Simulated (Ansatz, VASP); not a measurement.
**ZnSnN2 in VASP and in Ansatz**

File INCAR:

```
  ALGO = Normal
  EDIFF = 1E-7
  ENCUT = 520
  GGA = PS
  ISIF = 2
  ISMEAR = -1
  LASPH = True
  LCHARG = False
  LREAL = False
  LWAVE = False
  NBANDS = 26
  NELM = 100
  PREC = Accurate
  SIGMA = 0.02
```

Contents of KPOINTS:

```
k-points
0
Gamma
  8 8 1
```

Contents of POSCAR:

```
ZnSnN2
1.0
    3.3820201408      0.0000000000      0.0000000000
    0.0000000000      3.3820201408      0.0000000000
    0.0000000000      0.0000000000      4.6996405323
Zn N Sn
1 2 1
Direct
    0.0000000000      0.0000000000      0.0000000000
    0.0000000000      0.5000000000      0.2448435869
    0.5000000000      0.0000000000      0.7551564131
    0.5000000000      0.5000000000      0.5000000000
```

Input for Ansatz:

```yaml
crystal:
  lattice:
    - [3.3820201408, 0.0, 0.0]
    - [0.0, 3.3820201408, 0.0]
    - [0.0, 0.0, 4.6996405323]
  atoms:
    - { symbol: Zn, position: [0.0, 0.0, 0.0] }
    - { symbol: "N", position: [0.0, 0.5, 0.2448435869] }
    - { symbol: Sn, position: [0.5, 0.5, 0.5] }
    - { symbol: "N", position: [0.5, 0.0, 0.7551564131] }
kpoints:
  mp_grid: { grid: [8, 8, 1] }
hamiltonian:
  xc: pbesol
scf:
  occupations: { method: fermi_dirac, width: 0.02 }
  n_extra_bands: 5
output:
  forces: true
  stress: true
  eigenvalues: true
```

Alike in both runs: task single point; functional PBEsol; k mesh 8 × 8 × 1; occupations fermi-dirac, width 0.02 eV; no spin polarisation.

|  | VASP | Ansatz |
| --- | --- | --- |
| version | VASP 6.6.1 | Ansatz 0.2.0 |
| potentials or method | VASP PAW PBE potentials, release 64 (Zn, N, Sn_d) | plane waves |
| plane-wave cutoff (eV) | 520 | 420 |
| valence electrons in the cell | 36 | 36 |

```tsv
	VASP	Ansatz	Ansatz less VASP
pressure (GPa)	0.4	0.1	-0.30
rms of the force components (eV/Å)	0.154	0.163	+0.0090
```

VASP's potentials were made for PBE, not for PBEsol.

The k mesh is coarse, so the values compare programs but aren't converged.
